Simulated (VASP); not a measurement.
# Ti2Co (Fd-3m) in VASP: further runs

Runs on Ti2Co. Level: PBEsol. Tasks: single point.

All numbers are computed with VASP 6.6.1; they aren't measurements. Logs are shortened: lines on timing, memory, paths and dates and some standing lists are left out, and cuts for length are marked.

### 1 The cell of the first run

It takes space group Fd-3m (No. 227, cubic). The conventional cell has a = 6.890 Å, b = 6.890 Å, c = 6.890 Å, α = 90.00°, β = 90.00°, γ = 90.00°. Within 3.2 Å of Ti (site symmetry -3m) lie 6 Ti at 2.44 Å and 6 Co at 2.86 Å. Within 3.8 Å of Co (site symmetry -43m) lie 12 Ti at 2.86 Å and 4 Co at 2.98 Å.

### 2 Single point, PBEsol, collinear spin, ferromagnetic start

INCAR

```
SYSTEM = Ti2Co
PREC     = Accurate       ! precision mode
ENCUT    = 520            ! plane-wave cutoff, eV
EDIFF    = 1E-6           ! SCF threshold, eV
ISMEAR   = 0              ! smearing method
SIGMA    = 0.2            ! smearing width, eV
LREAL    = .False.        ! projectors in reciprocal space
LASPH    = .True.         ! aspherical terms in the spheres
NELM     = 150            ! most SCF steps
ALGO     = Normal         ! electronic algorithm
ISIF     = 2              ! what is computed and relaxed
LWAVE    = .False.        ! write WAVECAR
LCHARG   = .False.        ! write CHGCAR
ISPIN    = 2              ! spin polarisation
MAGMOM   = 0 0 0 0 1.1 1.1 ! initial moments
LORBIT   = 11             ! projections on sites
LMAXMIX  = 4              ! l up to which the mixer works
GGA      = PS             ! functional
NBANDS   = 46             ! bands
```

KPOINTS

```
regular mesh
0
Gamma
  10 10 10
  0 0 0
```

POSCAR

```
Ti2Co
1.0
    0.0000000000      3.4448193427      3.4448193427
    3.4448193427      0.0000000000      3.4448193427
    3.4448193427      3.4448193427      0.0000000000
Ti Co
4 2
Direct
    0.1250000000      0.1250000000      0.1250000000
    0.6250000000      0.1250000000      0.1250000000
    0.1250000000      0.1250000000      0.6250000000
    0.1250000000      0.6250000000      0.1250000000
    0.5000000000      0.5000000000      0.5000000000
    0.7500000000      0.7500000000      0.7500000000
```

Potentials or basis: VASP PAW PBE potentials, release 64 (Ti_sv, Co).

On the command line:

```sh
$ cat potpaw_PBE.64/Ti_sv/POTCAR potpaw_PBE.64/Co/POTCAR > POTCAR
$ mpirun -np 1 vasp_std > vasp.out
```

OUTCAR:

```text
SYSTEM = Ti2Co
   PREC = Accurate
   ENCUT = 520
   EDIFF = 1E-6
   ISMEAR = 0
   LREAL = .False.
   LASPH = .True.
   NELM = 150
   ISIF = 2
   ISPIN = 2
   LORBIT = 11
   GGA = PS

 ion  position               nearest neighbor table
   1  0.125  0.125  0.125-   2 2.44   3 2.44   4 2.44   3 2.44   4 2.44   2 2.44   6 2.86   5 2.86
                             6 2.86   5 2.86   6 2.86   5 2.86
   2  0.625  0.125  0.125-   1 2.44   3 2.44   4 2.44   1 2.44   3 2.44   4 2.44   6 2.86   5 2.86
                             5 2.86   6 2.86   5 2.86   6 2.86
   3  0.125  0.125  0.625-   1 2.44   1 2.44   2 2.44   4 2.44   4 2.44   2 2.44   6 2.86   5 2.86
                             6 2.86   5 2.86   6 2.86   5 2.86
   4  0.125  0.625  0.125-   1 2.44   3 2.44   1 2.44   2 2.44   3 2.44   2 2.44   6 2.86   5 2.86
                             6 2.86   5 2.86   6 2.86   5 2.86
   5  0.500  0.500  0.500-   2 2.86   3 2.86   4 2.86   1 2.86   1 2.86   1 2.86   4 2.86   2 2.86
                             4 2.86   3 2.86   2 2.86   3 2.86   6 2.98   6 2.98   6 2.98   6 2.98
   6  0.750  0.750  0.750-   2 2.86   3 2.86   4 2.86   1 2.86   1 2.86   1 2.86   2 2.86   2 2.86
                             3 2.86   4 2.86   3 2.86   4 2.86   5 2.98   5 2.98   5 2.98   5 2.98

  LATTYP: Found a face centered cubic cell.
 ALAT       =     6.8896386854

  Lattice vectors:

 A1 = (   0.0000000000,   3.4448193427,   3.4448193427)
 A2 = (   3.4448193427,   0.0000000000,   3.4448193427)
 A3 = (   3.4448193427,   3.4448193427,   0.0000000000)

Analysis of symmetry for initial positions (statically):
=====================================================================
 Subroutine PRICEL returns:
 Original cell was already a primitive cell.

 Routine SETGRP: Setting up the symmetry group for a
 face centered cubic supercell.

 Subroutine GETGRP returns: Found 48 space group operations
 (whereof 24 operations were pure point group operations)
 out of a pool of 48 trial point group operations.

The static configuration has the point symmetry T_d .
 The point group associated with its full space group is O_h .

Analysis of symmetry for dynamics (positions and initial velocities):
=====================================================================
 Subroutine PRICEL returns:
 Original cell was already a primitive cell.

 Routine SETGRP: Setting up the symmetry group for a
 face centered cubic supercell.

 Subroutine GETGRP returns: Found 48 space group operations
 (whereof 24 operations were pure point group operations)
 out of a pool of 48 trial point group operations.

The dynamic configuration has the point symmetry T_d .
 The point group associated with its full space group is O_h .

Analysis of structural, dynamic, and magnetic symmetry:
=====================================================================
 Subroutine PRICEL returns:
 Original cell was already a primitive cell.

 Routine SETGRP: Setting up the symmetry group for a
 face centered cubic supercell.

 Subroutine GETGRP returns: Found 48 space group operations
 (whereof 24 operations were pure point group operations)
 out of a pool of 48 trial point group operations.

The overall configuration has the point symmetry T_d .
 The point group associated with its full space group is O_h .

 Subroutine INISYM returns: Found 48 space group operations
 (whereof 24 operations are pure point group operations),
 and found     1 'primitive' translations

----------------------------------------------------------------------------------------

                                     Primitive cell

  volume of cell :      81.7578

  direct lattice vectors                    reciprocal lattice vectors
     0.000000000  3.444819343  3.444819343    -0.145145492  0.145145492  0.145145492
     3.444819343  0.000000000  3.444819343     0.145145492 -0.145145492  0.145145492
     3.444819343  3.444819343  0.000000000     0.145145492  0.145145492 -0.145145492

  length of vectors
     4.871710234  4.871710234  4.871710234     0.251399367  0.251399367  0.251399367

  position of ions in fractional coordinates (direct lattice)
     0.125000000  0.125000000  0.125000000
     0.625000000  0.125000000  0.125000000
     0.125000000  0.125000000  0.625000000
     0.125000000  0.625000000  0.125000000
     0.500000000  0.500000000  0.500000000
     0.750000000  0.750000000  0.750000000

  ion indices of the primitive-cell ions
[... 63 lines left out ...]
   total plane-waves  NPLWV =  46656
   dimension x,y,z NGX =    36 NGY =   36 NGZ =   36
   dimension x,y,z NGXF=    72 NGYF=   72 NGZF=   72
   ions per type =               4   2
   NGX,Y,Z   is equivalent  to a cutoff of  12.28, 12.28, 12.28 a.u.
   NGXF,Y,Z  is equivalent  to a cutoff of  24.57, 24.57, 24.57 a.u.
 SYSTEM =  Ti2Co
   PREC   = accura    normal or accurate (medium, high low for compatibility)
   ISTART =      0    job   : 0-new  1-cont  2-samecut
   ICHARG =      2    charge: 1-file 2-atom 10-const
   ISPIN  =      2    spin polarized calculation?
   LNONCOLLINEAR =      F non collinear calculations
   LSORBIT =      F    spin-orbit coupling
   LASPH  =      T    aspherical Exc in radial PAW
   ENCUT  =  520.0 eV  38.22 Ry    6.18 a.u.   9.06  9.06  9.06*2*pi/ulx,y,z
   NELM   =    150;   NELMIN=  2; NELMDL= -5     # of ELM steps
   EDIFF  = 0.1E-05   stopping-criterion for ELM
   LREAL  =      F    real-space projection
   EDIFFG = 0.1E-04   stopping-criterion for IOM
   NSW    =      0    number of steps for IOM
   IBRION =     -1    ionic relax: 0-MD 1-quasi-New 2-CG
   NFREE  =      0    steps in history (QN), initial steepest desc. (CG)
   ISIF   =      2    stress and relaxation
   ISYM   =      2    0-nonsym 1-usesym 2-fastsym
   POTIM  = 0.5000    time-step for ionic-motion
   TEBEG  =    0.0;   TEEND  =   0.0 temperature during run
   PSTRESS=    0.0 pullay stress
   NELECT =      66.0000    total number of electrons
   NUPDOWN=      -1.0000    fix difference up-down
   EMIN   =  10.00;   EMAX   =-10.00  energy-range for DOS
   EFERMI =   0.00;   METHOD = LEGACY
   ISMEAR =     0;   SIGMA  =   0.20  broadening in eV -4-tet -1-fermi 0-gaus
   EFERMI_NEDOS =   21; number of points for ismear=-14 and -15
   IALGO  =     38    algorithm
   IMIX   =      4    mixing-type and parameters
     AMIX     =   0.40;   BMIX     =  1.00
     AMIX_MAG =   1.60;   BMIX_MAG =  1.00
  volume/ion in A,a.u.               =      13.63        91.95
  Fermi-wavevector in a.u.,A,eV,Ry     =   1.524332  2.880571 31.614353  2.323589
  Thomas-Fermi vector in A             =   2.632654
   LORBIT       =     11    0 simple, 1 ext, 2 COOP (PROOUT), +10 PAW based schemes
   GGA     = PS    functional components
   LHFCALC =     F    Hartree Fock is set to
   AEXX    =    0.0000 exact exchange contribution
   IVDW    =     0    specifies the selected vdW correction
   LEPSILON=     F    determine dielectric tensor
   LRPA    =     F    only Hartree local field effects (RPA)
 spin polarized calculation
 Gauss-broadening in eV      SIGMA  =   0.20
  energy-cutoff  :      520.00
  volume of cell :       81.76
 maximum number of plane-waves:      2229
   NGX = 19   NGY = 19   NGZ = 19

 number of electron      65.9999964 magnetization       1.4716573

 Free energy of the ion-electron system (eV)
  ---------------------------------------------------
  ext. energy  EPLUGINS =         0.00000000
  ---------------------------------------------------
  free energy    TOTEN  =       -46.27720167 eV

  energy without entropy =      -46.08391707  energy(sigma->0) =      -46.18055937

 E-fermi :   9.2346     XC(G=0): -12.6277

 val. band max:        9.2338639457   @ k =   0.3000   0.2000   0.1000
 cond. band min:       9.2376982788   @ k =  -0.4000   0.4000   0.0000
 fundamental gap:      0.0038343330
 Fermi energy:         9.2345854623

 spin component 1

 k-point     1 :       0.0000    0.0000    0.0000
  band No.  band energies     occupation
      1     -46.8764      1.00000
      2     -46.3065      1.00000
      3     -46.3065      1.00000
      4     -46.3065      1.00000
      5     -24.7560      1.00000
      6     -23.5515      1.00000
[... 1141 lines left out ...]
     44      12.4197      0.00000
     45      13.1177      0.00000

 [... further k-points ...]

 spin component 2

 k-point     1 :       0.0000    0.0000    0.0000
  band No.  band energies     occupation
      1     -46.8654      1.00000
      2     -46.2972      1.00000
      3     -46.2972      1.00000
      4     -46.2972      1.00000
      5     -24.7084      1.00000
      6     -23.5454      1.00000
[... 1141 lines left out ...]
     44      12.5057      0.00000
     45      13.1189      0.00000

 [... further k-points ...]

 [bands above 45 left out]

------------------------ aborting loop because EDIFF is reached ----------------------------------------

  FORCE on cell =-STRESS in cart. coord.  units (eV):
  Direction    XX          YY          ZZ          XY          YZ          ZX
  --------------------------------------------------------------------------------------
  -------------------------------------------------------------------------------------
  Total        2.4039321      2.4039321      2.4039321      0.0000000      0.0000000      0.0000000
  in kB       47.1089516     47.1089516     47.1089516      0.0000000      0.0000000      0.0000000
  external PRESSURE =      47.1089516 kB  Pullay stress =       0.0000000 kB

 VOLUME and BASIS-vectors are now :
 -----------------------------------------------------------------------------
  energy-cutoff  :      520.00
  volume of cell :       81.76
      direct lattice vectors                 reciprocal lattice vectors
     0.000000000  3.444819343  3.444819343    -0.145145492  0.145145492  0.145145492
     3.444819343  0.000000000  3.444819343     0.145145492 -0.145145492  0.145145492
     3.444819343  3.444819343  0.000000000     0.145145492  0.145145492 -0.145145492

 POSITION                                       TOTAL-FORCE (eV/Angst)
 -----------------------------------------------------------------------------------
      0.86120      0.86120      0.86120         0.000000     -0.000000      0.000000
      0.86120      2.58361      2.58361         0.000000     -0.000000      0.000000
      2.58361      2.58361      0.86120         0.000000     -0.000000      0.000000
      2.58361      0.86120      2.58361         0.000000     -0.000000      0.000000
      3.44482      3.44482      3.44482        -0.000000     -0.000000     -0.000000
      5.16723      5.16723      5.16723         0.000000      0.000000      0.000000
 -----------------------------------------------------------------------------------
    total drift:                                0.000000      0.000000      0.000000

  FREE ENERGIE OF THE ION-ELECTRON SYSTEM (eV)
  ---------------------------------------------------
  free  energy   TOTEN  =       -46.2772016688 eV

  energy  without entropy=      -46.0839170653  energy(sigma->0) =      -46.18055937

 total charge

# of ion       s       p       d       tot
------------------------------------------
    1        2.293   6.137   2.241  10.671
    2        2.293   6.137   2.241  10.671
    3        2.293   6.137   2.241  10.671
    4        2.293   6.137   2.241  10.671
    5        0.430   0.413   7.175   8.018
    6        0.430   0.413   7.175   8.018
--------------------------------------------------
tot         10.033  25.375  23.313  58.721

 magnetization (x)

# of ion       s       p       d       tot
------------------------------------------
    1       -0.001  -0.008   0.016   0.006
    2       -0.001  -0.008   0.016   0.006
    3       -0.001  -0.008   0.016   0.006
    4       -0.001  -0.008   0.016   0.006
    5        0.005  -0.007   0.792   0.790
    6        0.005  -0.007   0.792   0.790
--------------------------------------------------
tot          0.006  -0.047   1.647   1.606
```

It took 9.6 min on 1 thread of Intel Xeon Platinum 8488C (Sapphire Rapids), shared host; peak memory 0.41 GiB.

Results:

| Item | Value |
| --- | --- |
| Free energy | -46.2772 eV |
| Pressure | 4.7 GPa |
| Net moment | 1.47 μB per cell |
| Site moments | Ti +0.01; Co +0.79 μB |
| Valence electrons inside the program's atomic spheres | Ti 10.67; Co 8.02 |

Caveat: the PAW data sets were made with another functional, which shifts forces and pressure a little.

### 3 Single point, PBEsol, collinear spin, ferromagnetic start

This run uses another cell than the first one, of 10.72 Å³/atom, 0.787 times its volume.

INCAR

```
SYSTEM = Ti2Co
PREC = Accurate
ENCUT = 520
EDIFF = 1E-6
ISMEAR = 0
SIGMA = 0.1
LREAL = .FALSE.
LASPH = .TRUE.
NELM = 150
ALGO = Fast
ISIF = 2
LWAVE = .FALSE.
LCHARG = .FALSE.
ISPIN = 2
MAGMOM = 0 0 0 0 1.11 1.11
LORBIT = 11
LMAXMIX = 4
GGA = PS
NBANDS = 46
```

KPOINTS

```
regular mesh
0
G
  10 10 10
  0 0 0
```

POSCAR: that of step 2 with these lines changed.

```diff
@@ -2,5 +2,5 @@
 1.0
-    0.0000000000      3.4448193427      3.4448193427
-    3.4448193427      0.0000000000      3.4448193427
-    3.4448193427      3.4448193427      0.0000000000
+    0.0000000000      3.1798261816      3.1798261816
+    3.1798261816      0.0000000000      3.1798261816
+    3.1798261816      3.1798261816      0.0000000000
 Ti Co
```

Potentials or basis: VASP PAW PBE potentials, release 64 (Ti_sv, Co).

On the command line:

```sh
$ cat potpaw_PBE.64/Ti_sv/POTCAR potpaw_PBE.64/Co/POTCAR > POTCAR
$ mpirun -np 1 vasp_std > vasp.out
```

Wall time 23 min (1 thread of Intel Xeon Platinum 8259CL at 2.50GHz (Skylake/Cascade Lake), shared host); peak memory 0.39 GiB.

Results (log left out):

```yaml
Free_energy: -43.2455 eV
Pressure: 60.2 GPa
Band_gap_on_the_k_mesh: zero (filled and empty bands overlap)
Net_moment: 0.00 μB per cell
Valence_electrons_inside_the_program's_atomic_spheres: Ti 11.15; Co 8.42
```

Levels at points of the mesh, in eV from the Fermi level:
Spin up:
| k point | band 31 | band 32 | band 33 | band 34 | band 35 | band 36 |
| --- | --- | --- | --- | --- | --- | --- |
| (0.00, 0.00, 0.00) | -1.11 | 0.05 | 0.05 | 0.13 | 0.13 | 0.13 |
| (0.50, 0.00, 0.00) | -0.53 | -0.32 | -0.12 | -0.12 | 1.40 | 1.40 |
| (0.50, 0.50, 0.00) | -0.23 | -0.23 | 0.70 | 0.70 | 0.95 | 0.95 |
Spin down:
```tsv
k point	band 30	band 31	band 32	band 33	band 34	band 35	band 36	band 37
(0.00, 0.00, 0.00)	-1.11	-1.11	0.05	0.05	0.13	0.13	0.13	4.71
(0.50, 0.00, 0.00)	-0.68	-0.53	-0.32	-0.12	-0.12	1.40	1.40	1.86
(0.50, 0.50, 0.00)	-0.39	-0.23	-0.23	0.70	0.70	0.95	0.95	1.90
```

Caveat: the PAW data sets were made with another functional, which shifts forces and pressure a little.
